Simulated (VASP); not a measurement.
Runs of VASP 6.6.1 on Li2S. The structure is that of space group Fm-3m (No. 225), or close to it. The cells are those of the table. 

```csv
task,cell,gap on the mesh (eV),pressure (GPa)
relaxation of cell and atoms,"relaxed to 2 GPa from a = 3.998 Å, angles 60.0°, 3 atoms",3.17,2.0
relaxation of cell and atoms,"relaxed to 10 GPa from a = 3.998 Å, angles 60.0°, 3 atoms",3.03,10.0
single point,"a = 3.705 Å, angles 60.0°, 3 atoms",2.93,(a)
single point,"a = 3.968 Å, angles 60.0°, 3 atoms",3.19,1.0
single point,"a = 3.830 Å, angles 60.0°, 3 atoms",3.08,7.0
single point,"a = 3.777 Å, angles 60.0°, 3 atoms",3.02,10.1
relaxation of cell and atoms,"relaxed to 4 GPa from a = 3.998 Å, angles 60.0°, 3 atoms",3.13,4.0
single point,"a = 3.892 Å, angles 60.0°, 3 atoms",3.13,4.0
relaxation of cell and atoms,"relaxed to 1 GPa from a = 3.998 Å, angles 60.0°, 3 atoms",3.19,1.0
relaxation of cell and atoms,"relaxed to 15 GPa from a = 3.998 Å, angles 60.0°, 3 atoms",(b),15.0
relaxation of cell and atoms,"relaxed to 7 GPa from a = 3.998 Å, angles 60.0°, 3 atoms",3.08,7.0
```

Alike in all rows: level PBEsol; potentials or basis VASP PAW PBE potentials, release 64 (Li_sv, S); no spin polarisation; k mesh 8 × 8 × 8; cutoff (eV) 750; smearing gaussian 0.01 eV.

Q: Estimate the missing entries.

A: (a) 15.2; (b) 2.94.

Caveats: the PAW data sets were made with another functional, which shifts forces and pressure a little; the cell is relaxed towards a set pressure, so the run minimises the enthalpy, not the energy (at least some runs); the cell stands under pressure (at least some runs).

A k mesh can miss the band edges.
